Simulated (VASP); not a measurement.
# Se (Fd-3m) in VASP: further runs, part 2 of 2

VASP 6.6.1. Earlier steps stand in the parts before.

### Step 3. Single point, LDA

This run uses another cell than the first one, of 28.91 Å³/atom, 1.029 times its volume.

File INCAR:

```
SYSTEM = Se
PREC = Accurate ; ENCUT = 520
EDIFF = 1E-7 ; ISMEAR = -1
SIGMA = 0.1 ; LREAL = .False.
LASPH = .True. ; NELM = 100
ALGO = Normal ; ISIF = 2
LWAVE = .False. ; LCHARG = .False.
NBANDS = 13
```

File KPOINTS:

```
Automatic mesh
0
Gamma
  6 6 6
  0 0 0
```

File POSCAR:

```
Se
1.0
    0.0000000000      3.0689831786      3.0689831786
    3.0689831786      0.0000000000      3.0689831786
    3.0689831786      3.0689831786      0.0000000000
Se
2
Direct
    0.5000000000      0.5000000000      0.5000000000
    0.7500000000      0.7500000000      0.7500000000
```

Potentials or basis: VASP PAW LDA potentials, release 64 (Se).

Command:

```console
$ cat potpaw_LDA.64/Se/POTCAR > POTCAR
$ mpirun -np 1 vasp_std > vasp.out
```

Run time: 5.2 s. Hardware: 1 thread of Intel Xeon Platinum 8259CL at 2.50GHz (Skylake/Cascade Lake), shared host; peak memory 0.15 GiB.

It converged, with:

| Property | Result |
| --- | --- |
| Free energy | -7.2373 eV |
| Pressure | 0.8 GPa |
| Band gap on the k mesh | zero (band 6 reaches 3.07 eV, above the bottom of band 7 at 1.91 eV) |

Levels at points of the mesh, in eV from the Fermi level:
| k point | band 2 | band 3 | band 4 | band 5 | band 6 | band 7 | band 8 | band 9 | band 10 | band 11 |
| --- | --- | --- | --- | --- | --- | --- | --- | --- | --- | --- |
| (0.00, 0.00, 0.00) | -10.00 | -3.69 | -3.69 | -3.69 | -0.88 | -0.88 | -0.88 | 4.09 | 7.56 | 7.56 |
| (0.50, 0.00, 0.00) | -12.25 | -4.46 | -4.46 | -4.40 | 0.28 | 0.28 | 2.02 | 6.63 | 6.73 | 7.96 |
| (0.50, 0.50, 0.00) | -13.60 | -5.32 | -5.32 | -2.12 | -2.12 | 2.46 | 2.46 | 6.14 | 6.14 | 9.80 |

### Step 4. Single point, LDA

This run uses another cell than the first one, of 29.72 Å³/atom, 1.058 times its volume.

File INCAR:

```
PREC = Accurate
ENCUT = 520
EDIFF = 1E-6
ISMEAR = -1
SIGMA = 0.1
LREAL = False
LASPH = True
NELM = 80
ALGO = Normal
ISIF = 2
LWAVE = False
LCHARG = True
GGA = CA
LELF = True
LVHAR = True
NBANDS = 13
```

File KPOINTS:

```
Automatic mesh
0
Gamma
  6 6 6
```

File POSCAR:

```
Se
1.0
    0.0000000000      3.0975334989      3.0975334989
    3.0975334989      0.0000000000      3.0975334989
    3.0975334989      3.0975334989      0.0000000000
Se
2
Direct
    0.5000000000      0.5000000000      0.5000000000
    0.7500000000      0.7500000000      0.7500000000
```

Command:

```console
$ cat potpaw_LDA.64/Se/POTCAR > POTCAR
$ mpirun -np 1 vasp_std > vasp.out
```

It took 9.4 s on 1 thread of Intel Xeon Platinum 8259CL at 2.50GHz (Skylake/Cascade Lake), shared host; peak memory 0.16 GiB.

Results (log left out):

```
Free energy            : -7.2383 eV
Pressure               : -0.5 GPa
Band gap on the k mesh : zero (band 6 reaches 2.81 eV, above the bottom of band 7 at 1.69 eV)
```

Levels at points of the mesh, in eV from the Fermi level:
| k point | band 4 | band 5 | band 6 | band 7 | band 8 | band 9 |
| --- | --- | --- | --- | --- | --- | --- |
| (0.00, 0.00, 0.00) | -3.59 | -3.59 | -0.83 | -0.83 | -0.83 | 4.09 |
| (0.50, 0.00, 0.00) | -4.33 | -4.30 | 0.30 | 0.30 | 1.90 | 6.64 |
| (0.50, 0.50, 0.00) | -5.16 | -2.06 | -2.06 | 2.36 | 2.36 | 6.11 |

### Step 5. Single point, LDA

This run uses another cell than the first one, of 30.53 Å³/atom, 1.087 times its volume.

File INCAR:

```
ALGO     = Normal         # electronic algorithm
EDIFF    = 1E-6           # SCF threshold, eV
ENCUT    = 520            # plane-wave cutoff, eV
GGA      = CA             # functional
ISIF     = 2              # what is computed and relaxed
ISMEAR   = -1             # smearing method
LASPH    = T              # aspherical terms in the spheres
LCHARG   = T              # write CHGCAR
LELF     = T              # ELF
LREAL    = F              # projectors in reciprocal space
LVHAR    = T            
LWAVE    = F              # write WAVECAR
NBANDS   = 13             # bands
NELM     = 60             # most SCF steps
PREC     = Accurate       # precision mode
SIGMA    = 0.1            # smearing width, eV
```

File KPOINTS:

```
k-points
0
Gamma
  6 6 6
```

File POSCAR:

```
Se
1.0
    0.0000000000      3.1255670000      3.1255670000
    3.1255670000      0.0000000000      3.1255670000
    3.1255670000      3.1255670000      0.0000000000
Se
2
Direct
    0.5000000000      0.5000000000      0.5000000000
    0.7500000000      0.7500000000      0.7500000000
```

Potentials or basis: VASP PAW LDA potentials, release 64 (Se).

Command:

```console
$ cat potpaw_LDA.64/Se/POTCAR > POTCAR
$ mpirun -np 1 vasp_std > vasp.out
```

OUTCAR:

```text
EDIFF = 1E-6
   ENCUT = 520
   GGA = CA
   ISIF = 2
   ISMEAR = -1
   LASPH = T
   LREAL = F
   NELM = 60
   PREC = Accurate

 ion  position               nearest neighbor table
   1  0.500  0.500  0.500-   2 2.71   2 2.71   2 2.71   2 2.71
   2  0.750  0.750  0.750-   1 2.71   1 2.71   1 2.71   1 2.71

  LATTYP: Found a face centered cubic cell.
 ALAT       =     6.2511340000

  Lattice vectors:

 A1 = (   0.0000000000,   3.1255670000,   3.1255670000)
 A2 = (   3.1255670000,   0.0000000000,   3.1255670000)
 A3 = (   3.1255670000,   3.1255670000,   0.0000000000)

Analysis of symmetry for initial positions (statically):
=====================================================================
 Subroutine PRICEL returns:
 Original cell was already a primitive cell.

 Routine SETGRP: Setting up the symmetry group for a
 face centered cubic supercell.

 Subroutine GETGRP returns: Found 48 space group operations
 (whereof 24 operations were pure point group operations)
 out of a pool of 48 trial point group operations.

The static configuration has the point symmetry T_d .
[... 165 lines left out ...]
      3      -1.2187      2.00000
      4      -1.2187      2.00000
      5      -1.2187      2.00000
      6       1.4788      1.99924
      7       1.4788      1.99924
      8       1.4788      1.99924
      9       6.3650      0.00000
     10       9.8878      0.00000
     11       9.8878      0.00000
     12      11.7000      0.00000
     13      11.7000      0.00000
[... 226 lines left out ...]
  band No.  band energies     occupation
      1     -11.1124      2.00000
      2     -11.1124      2.00000
      3      -2.9385      2.00000
      4      -2.9385      2.00000
      5       0.8713      2.00000
      6       0.8713      2.00000
      7       3.9822      0.00000
      8       3.9822      0.00000
      9       8.1609      0.00000
     10       8.1609      0.00000
     11      11.7149      0.00000
     12      11.7149      0.00000
     13      14.9335      0.00000

------------------------ aborting loop because EDIFF is reached ----------------------------------------

  FORCE on cell =-STRESS in cart. coord.  units (eV):
  Direction    XX          YY          ZZ          XY          YZ          ZX
  --------------------------------------------------------------------------------------
  -------------------------------------------------------------------------------------
  Total       -0.6426067     -0.6426067     -0.6426067      0.0000000     -0.0000000      0.0000000
  in kB      -16.8592958    -16.8592958    -16.8592958      0.0000000     -0.0000000      0.0000000
  external PRESSURE =     -16.8592958 kB  Pullay stress =       0.0000000 kB

 VOLUME and BASIS-vectors are now :
 -----------------------------------------------------------------------------
  energy-cutoff  :      520.00
  volume of cell :       61.07
      direct lattice vectors                 reciprocal lattice vectors
     0.000000000  3.125567000  3.125567000    -0.159970975  0.159970975  0.159970975
     3.125567000  0.000000000  3.125567000     0.159970975 -0.159970975  0.159970975
     3.125567000  3.125567000  0.000000000     0.159970975  0.159970975 -0.159970975

 POSITION                                       TOTAL-FORCE (eV/Angst)
 -----------------------------------------------------------------------------------
      3.12557      3.12557      3.12557        -0.000000      0.000000     -0.000000
      4.68835      4.68835      4.68835         0.000000     -0.000000      0.000000
 -----------------------------------------------------------------------------------
    total drift:                                0.000000      0.000000      0.000000

  FREE ENERGIE OF THE ION-ELECTRON SYSTEM (eV)
  ---------------------------------------------------
  free  energy   TOTEN  =        -7.2269348271 eV

  energy  without entropy=       -7.1709128186  energy(sigma->0) =       -7.19892382
```

Run time: 10 s. Hardware: 1 thread of Intel Xeon Platinum 8259CL at 2.50GHz (Skylake/Cascade Lake), shared host; peak memory 0.16 GiB.

What came out:

```yaml
Free_energy: -7.2269 eV
Pressure: -1.7 GPa
Band_gap_on_the_k_mesh: zero (band 6 reaches 2.57 eV, above the bottom of band 7 at 1.48 eV)
```

### Step 6. Summary

```csv
cell,gap on the mesh (eV),pressure (GPa)
"a = 4.299 Å, angles 60.0°, 2 atoms",none,2.3
"a = 4.340 Å, angles 60.0°, 2 atoms",none,0.8
"a = 4.381 Å, angles 60.0°, 2 atoms",none,-0.5
"a = 4.420 Å, angles 60.0°, 2 atoms",none,-1.7
```

Alike in all rows: task single point; level LDA; potentials or basis VASP PAW LDA potentials, release 64 (Se); no spin polarisation; k mesh 6 × 6 × 6; cutoff (eV) 520; smearing fermi-dirac 0.1 eV.

Absolute energies hang on the potentials; compare differences alone.
